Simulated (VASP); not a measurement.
Runs of VASP 6.6.1 on Fe. The structure is that of space group P6/mmm (No. 191), or close to it. The cells are those of the table. This isn't the form of Fe at room conditions, which is bcc.

```tsv
task	cell	k mesh	cutoff (eV)	gap on the mesh (eV)	pressure (GPa)	moment (μB)
single point	a = 4.094, b = 4.094, c = 2.333 Å, angles 90.0, 90.0, 120.0°, 3 atoms	10 × 10 × 15	520	none	16.1	8.19
relaxation of cell and atoms	relaxed from a = 4.052, b = 4.052, c = 2.484 Å, angles 90.0, 90.0, 120.0°, 3 atoms	9 × 9 × 13	600	none	0.0	5.49
single point	a = 4.209, b = 4.209, c = 2.399 Å, angles 90.0, 90.0, 120.0°, 3 atoms	9 × 9 × 13	520	none	(b)	8.41
single point	a = 4.034, b = 4.034, c = 2.298 Å, angles 90.0, 90.0, 120.0°, 3 atoms	10 × 10 × 15	520	none	27.5	(a)
```

Alike in all rows: level r2SCAN; potentials or basis VASP PAW PBE potentials, release 64 (Fe); spin collinear, ferromagnetic start; smearing fermi-dirac 0.05 eV.

Problem. Estimate the missing entries.

Solution. (a) 8.04; (b) -0.3.

Caveats: the PAW data sets were made with another functional, which shifts forces and pressure a little; the cell stands under pressure (at least some runs).

A gap of «none» marks levels without a gap at the run's occupations.
